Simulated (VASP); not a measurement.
# GaN (F-43m) in VASP: single point with PBE

Aim: the single point of GaN with PBE.

Everything below comes from runs of VASP 6.6.1. Logs are shortened: lines on timing, memory, paths and dates and some standing lists are left out, and cuts for length are marked.

## Step 1: The cell of the first run

Symmetry: F-43m, No. 216, cubic system. Conventional cell: a = 4.507 Å, b = 4.507 Å, c = 4.507 Å, α = 90.00°, β = 90.00°, γ = 90.00°. Ga (site symmetry -43m) has 4 N at 1.95 Å within 2.6 Å. N (site symmetry -43m) has 4 Ga at 1.95 Å within 2.6 Å.

## Step 2: Single point, PBE

The input, INCAR:

```
SYSTEM = GaN
PREC = Accurate
ENCUT = 520
EDIFF = 1E-7
ISMEAR = 0
SIGMA = 0.01
LREAL = .False.
LASPH = .True.
NELM = 80
ALGO = Normal
ISIF = 2
LWAVE = .False.
LCHARG = .True.
GGA = PE
LELF = .True.
LVHAR = .True.
NBANDS = 16
```

The input, KPOINTS:

```
Automatic mesh
0
Gamma
  4 4 4
  0 0 0
```

The input, POSCAR:

```
GaN
1.0
    0.0000000000      2.2535010000      2.2535010000
    2.2535010000      0.0000000000      2.2535010000
    2.2535010000      2.2535010000      0.0000000000
Ga N
1 1
Direct
    0.0000000000      0.0000000000      0.0000000000
    0.7500000000      0.7500000000      0.7500000000
```

Potentials or basis: VASP PAW PBE potentials, release 64 (Ga_d, N).

Run with:

```
$ cat potpaw_PBE.64/Ga_d/POTCAR potpaw_PBE.64/N/POTCAR > POTCAR
$ mpirun -np 1 vasp_std > vasp.out
```

OUTCAR:

```text
SYSTEM = GaN
   PREC = Accurate
   ENCUT = 520
   EDIFF = 1E-7
   ISMEAR = 0
   LREAL = .False.
   LASPH = .True.
   NELM = 80
   ISIF = 2
   GGA = PE

 ion  position               nearest neighbor table
   1  0.000  0.000  0.000-   2 1.95   2 1.95   2 1.95   2 1.95
   2  0.750  0.750  0.750-   1 1.95   1 1.95   1 1.95   1 1.95

  LATTYP: Found a face centered cubic cell.
 ALAT       =     4.5070020000

  Lattice vectors:

 A1 = (   0.0000000000,   2.2535010000,   2.2535010000)
 A2 = (   2.2535010000,   0.0000000000,   2.2535010000)
 A3 = (   2.2535010000,   2.2535010000,   0.0000000000)

Analysis of symmetry for initial positions (statically):
=====================================================================
 Subroutine PRICEL returns:
 Original cell was already a primitive cell.

 Routine SETGRP: Setting up the symmetry group for a
 face centered cubic supercell.

 Subroutine GETGRP returns: Found 24 space group operations
 (whereof 24 operations were pure point group operations)
 out of a pool of 48 trial point group operations.

The static configuration has the point symmetry T_d .

Analysis of symmetry for dynamics (positions and initial velocities):
=====================================================================
 Subroutine PRICEL returns:
 Original cell was already a primitive cell.

 Routine SETGRP: Setting up the symmetry group for a
 face centered cubic supercell.

 Subroutine GETGRP returns: Found 24 space group operations
 (whereof 24 operations were pure point group operations)
 out of a pool of 48 trial point group operations.

The dynamic configuration has the point symmetry T_d .

 Subroutine INISYM returns: Found 24 space group operations
 (whereof 24 operations are pure point group operations),
 and found     1 'primitive' translations

----------------------------------------------------------------------------------------

                                     Primitive cell

  volume of cell :      22.8878

  direct lattice vectors                    reciprocal lattice vectors
     0.000000000  2.253501000  2.253501000    -0.221876982  0.221876982  0.221876982
     2.253501000  0.000000000  2.253501000     0.221876982 -0.221876982  0.221876982
     2.253501000  2.253501000  0.000000000     0.221876982  0.221876982 -0.221876982

  length of vectors
     3.186931677  3.186931677  3.186931677     0.384302205  0.384302205  0.384302205

  position of ions in fractional coordinates (direct lattice)
     0.000000000  0.000000000  0.000000000
     0.750000000  0.750000000  0.750000000

  ion indices of the primitive-cell ions
   primitive index   ion index
                 1           1
                 2           2

----------------------------------------------------------------------------------------

 KPOINTS: Automatic mesh

Automatic generation of k-mesh.
 Grid dimensions read from file:
 generate k-points for:    4    4    4

 Generating k-lattice:

  Cartesian coordinates                     Fractional coordinates (reciprocal lattice)
    -0.055469245  0.055469245  0.055469245     0.250000000  0.000000000  0.000000000
     0.055469245 -0.055469245  0.055469245     0.000000000  0.250000000  0.000000000
     0.055469245  0.055469245 -0.055469245     0.000000000  0.000000000  0.250000000

  Length of vectors
     0.096075551  0.096075551  0.096075551

  Shift w.r.t. Gamma in fractional coordinates (k-lattice)
     0.000000000  0.000000000  0.000000000

 Subroutine IBZKPT returns following result:
 ===========================================

 Found      8 irreducible k-points:

 Following reciprocal coordinates:
            Coordinates               Weight
  0.000000  0.000000  0.000000      1.000000
  0.250000  0.000000  0.000000      8.000000
  0.500000  0.000000  0.000000      4.000000
  0.250000  0.250000  0.000000      6.000000
  0.500000  0.250000  0.000000     24.000000
 -0.250000  0.250000  0.000000     12.000000
  0.500000  0.500000  0.000000      3.000000
 -0.250000  0.500000  0.250000      6.000000
   k-points           NKPTS =      8   k-points in BZ     NKDIM =      8   number of bands    NBANDS=     16
   number of dos      NEDOS =    301   number of ions     NIONS =      2
   total plane-waves  NPLWV =  13824
   dimension x,y,z NGX =    24 NGY =   24 NGZ =   24
   dimension x,y,z NGXF=    48 NGYF=   48 NGZF=   48
   ions per type =               1   1
   NGX,Y,Z   is equivalent  to a cutoff of  12.52, 12.52, 12.52 a.u.
   NGXF,Y,Z  is equivalent  to a cutoff of  25.04, 25.04, 25.04 a.u.
 SYSTEM =  GaN
   PREC   = accura    normal or accurate (medium, high low for compatibility)
   ISTART =      0    job   : 0-new  1-cont  2-samecut
   ICHARG =      2    charge: 1-file 2-atom 10-const
   ISPIN  =      1    spin polarized calculation?
   LNONCOLLINEAR =      F non collinear calculations
   LSORBIT =      F    spin-orbit coupling
   LASPH  =      T    aspherical Exc in radial PAW
   ENCUT  =  520.0 eV  38.22 Ry    6.18 a.u.   5.93  5.93  5.93*2*pi/ulx,y,z
   NELM   =     80;   NELMIN=  2; NELMDL= -5     # of ELM steps
   EDIFF  = 0.1E-06   stopping-criterion for ELM
   LREAL  =      F    real-space projection
   EDIFFG = 0.1E-05   stopping-criterion for IOM
   NSW    =      0    number of steps for IOM
   IBRION =     -1    ionic relax: 0-MD 1-quasi-New 2-CG
   NFREE  =      0    steps in history (QN), initial steepest desc. (CG)
   ISIF   =      2    stress and relaxation
   ISYM   =      2    0-nonsym 1-usesym 2-fastsym
   POTIM  = 0.5000    time-step for ionic-motion
   TEBEG  =    0.0;   TEEND  =   0.0 temperature during run
   PSTRESS=    0.0 pullay stress
   NELECT =      18.0000    total number of electrons
   NUPDOWN=      -1.0000    fix difference up-down
   EMIN   =  10.00;   EMAX   =-10.00  energy-range for DOS
   EFERMI =   0.00;   METHOD = LEGACY
   ISMEAR =     0;   SIGMA  =   0.01  broadening in eV -4-tet -1-fermi 0-gaus
   EFERMI_NEDOS =   21; number of points for ismear=-14 and -15
   IALGO  =     38    algorithm
   IMIX   =      4    mixing-type and parameters
     AMIX     =   0.40;   BMIX     =  1.00
     AMIX_MAG =   1.60;   BMIX_MAG =  1.00
  volume/ion in A,a.u.               =      11.44        77.23
  Fermi-wavevector in a.u.,A,eV,Ry     =   1.511116  2.855596 31.068532  2.283473
  Thomas-Fermi vector in A             =   2.621216
   LORBIT       =      0    0 simple, 1 ext, 2 COOP (PROOUT), +10 PAW based schemes
   GGA     = PE    functional components
   LHFCALC =     F    Hartree Fock is set to
   AEXX    =    0.0000 exact exchange contribution
   IVDW    =     0    specifies the selected vdW correction
   LEPSILON=     F    determine dielectric tensor
   LRPA    =     F    only Hartree local field effects (RPA)
 non-spin polarized calculation
 Gauss-broadening in eV      SIGMA  =   0.01
  energy-cutoff  :      520.00
  volume of cell :       22.89
 maximum number of plane-waves:       636
   NGX = 11   NGY = 11   NGZ = 11

 number of electron      18.0000004 magnetization

 Free energy of the ion-electron system (eV)
  ---------------------------------------------------
  ext. energy  EPLUGINS =         0.00000000
  ---------------------------------------------------
  free energy    TOTEN  =       -12.07966734 eV

  energy without entropy =      -12.07966734  energy(sigma->0) =      -12.07966734

 E-fermi :   5.4097     XC(G=0): -11.6559

 val. band max:        5.3289722645   @ k =   0.0000   0.0000   0.0000
 cond. band min:       7.0335333662   @ k =   0.0000   0.0000   0.0000
 fundamental gap:      1.7045611017
 Fermi energy:         5.4096800071

 k-point     1 :       0.0000    0.0000    0.0000
  band No.  band energies     occupation
      1     -10.6176      2.00000
      2      -8.1604      2.00000
      3      -8.1604      2.00000
      4      -8.1604      2.00000
      5      -7.8426      2.00000
      6      -7.8426      2.00000
[... 8 lines left out ...]
     15      24.1432      0.00000
     16      24.1432      0.00000

 k-point     2 :       0.2500    0.0000    0.0000
  band No.  band energies     occupation
      1     -10.0758      2.00000
      2      -8.0997      2.00000
      3      -8.0997      2.00000
      4      -7.8377      2.00000
      5      -7.8377      2.00000
      6      -7.7916      2.00000
[... 8 lines left out ...]
     15      22.1614      0.00000
     16      22.1614      0.00000

 k-point     3 :       0.5000    0.0000    0.0000
  band No.  band energies     occupation
      1      -9.7173      2.00000
      2      -8.0733      2.00000
      3      -8.0733      2.00000
      4      -7.7953      2.00000
      5      -7.7953      2.00000
      6      -6.5805      2.00000
[... 8 lines left out ...]
     15      24.9603      0.00000
     16      24.9603      0.00000

 k-point     4 :       0.2500    0.2500    0.0000
  band No.  band energies     occupation
      1      -9.9212      2.00000
      2      -8.0186      2.00000
      3      -8.0186      2.00000
      4      -7.9959      2.00000
      5      -7.8042      2.00000
      6      -7.6526      2.00000
[... 8 lines left out ...]
     15      26.6858      0.00000
     16      27.5640      0.00000

 k-point     5 :       0.5000    0.2500    0.0000
  band No.  band energies     occupation
      1      -9.6151      2.00000
      2      -8.0453      2.00000
      3      -7.9613      2.00000
      4      -7.9097      2.00000
      5      -7.7887      2.00000
      6      -6.4164      2.00000
[... 8 lines left out ...]
     15      26.4981      0.00000
     16      26.9464      0.00000

 k-point     6 :      -0.2500    0.2500    0.0000
  band No.  band energies     occupation
      1      -9.6970      2.00000
      2      -8.0624      2.00000
      3      -8.0123      2.00000
      4      -7.8568      2.00000
      5      -7.8521      2.00000
      6      -6.8335      2.00000
[... 8 lines left out ...]
     15      22.6467      0.00000
     16      26.8358      0.00000

 k-point     7 :       0.5000    0.5000    0.0000
  band No.  band energies     occupation
      1      -9.5498      2.00000
      2      -8.0766      2.00000
      3      -7.8576      2.00000
      4      -7.8576      2.00000
      5      -7.7658      2.00000
      6      -6.1503      2.00000
[... 8 lines left out ...]
     15      27.0665      0.00000
     16      29.9065      0.00000

 k-point     8 :      -0.2500    0.5000    0.2500
  band No.  band energies     occupation
      1      -9.5469      2.00000
      2      -8.0130      2.00000
      3      -7.9875      2.00000
      4      -7.8336      2.00000
      5      -7.8318      2.00000
      6      -5.8634      2.00000
[... 8 lines left out ...]
     15      24.6545      0.00000
     16      28.9536      0.00000

------------------------ aborting loop because EDIFF is reached ----------------------------------------

  FORCE on cell =-STRESS in cart. coord.  units (eV):
  Direction    XX          YY          ZZ          XY          YZ          ZX
  --------------------------------------------------------------------------------------
  -------------------------------------------------------------------------------------
  Total        0.7131321      0.7131321      0.7131321     -0.0000000      0.0000000      0.0000000
  in kB       49.9203138     49.9203138     49.9203138     -0.0000000      0.0000000      0.0000000
  external PRESSURE =      49.9203138 kB  Pullay stress =       0.0000000 kB

 VOLUME and BASIS-vectors are now :
 -----------------------------------------------------------------------------
  energy-cutoff  :      520.00
  volume of cell :       22.89
      direct lattice vectors                 reciprocal lattice vectors
     0.000000000  2.253501000  2.253501000    -0.221876982  0.221876982  0.221876982
     2.253501000  0.000000000  2.253501000     0.221876982 -0.221876982  0.221876982
     2.253501000  2.253501000  0.000000000     0.221876982  0.221876982 -0.221876982

 POSITION                                       TOTAL-FORCE (eV/Angst)
 -----------------------------------------------------------------------------------
      0.00000      0.00000      0.00000         0.000000      0.000000      0.000000
      3.38025      3.38025      3.38025        -0.000000     -0.000000     -0.000000
 -----------------------------------------------------------------------------------
    total drift:                               -0.000002     -0.000002     -0.000002

  FREE ENERGIE OF THE ION-ELECTRON SYSTEM (eV)
  ---------------------------------------------------
  free  energy   TOTEN  =       -12.0796673392 eV

  energy  without entropy=      -12.0796673392  energy(sigma->0) =      -12.07966734
```

It took 4.6 s on 1 thread of AMD EPYC 7R43 (Zen 3), shared host; peak memory 0.1 GiB.

What came out:

| Quantity | Value |
| --- | --- |
| Free energy | -12.0797 eV |
| Pressure | 5.0 GPa |
| Band gap on the k mesh | 1.70 eV, direct |

Caveat: the k points lie up to 0.60 Å⁻¹ apart.
